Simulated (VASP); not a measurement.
Runs of VASP 6.6.1 on FeSi. The structure is that of space group Fd-3m (No. 227), or close to it. The cells are those of the table. The cell was built from a structure type or drawn by symmetry, and may not be a known phase.

```tsv
task	cell	k mesh	cutoff (eV)	gap on the mesh (eV)	pressure (GPa)	moment (μB)
single point	a = 4.056 Å, angles 60.0°, 4 atoms	14 × 14 × 14	520	none	(b)	3.54
relaxation of cell and atoms	relaxed from a = 4.054 Å, angles 60.0°, 4 atoms	14 × 14 × 14	600	none	0.1	3.54
relaxation of cell and atoms	relaxed from a = 4.401 Å, angles 60.0°, 4 atoms	6 × 6 × 6	600	none	-0.2	3.53
single point	a = 4.401 Å, angles 60.0°, 4 atoms	6 × 6 × 6	520	none	-19.7	(a)
single point	a = 4.054 Å, angles 60.0°, 4 atoms	6 × 6 × 6	520	none	-0.2	3.52
```

Alike in all rows: level PBE; potentials or basis VASP PAW PBE potentials, release 64 (Fe, Si); spin collinear, ferromagnetic start; smearing gaussian 0.1 eV.

**Question.** Estimate the missing entries.

**Answer.** (a) 4.56; (b) -0.1.

Caveats: the relaxation stopped at its first step, so nothing moved (at least some runs); the cell stands under tension (at least some runs).

A gap of «none» marks levels without a gap at the run's occupations.
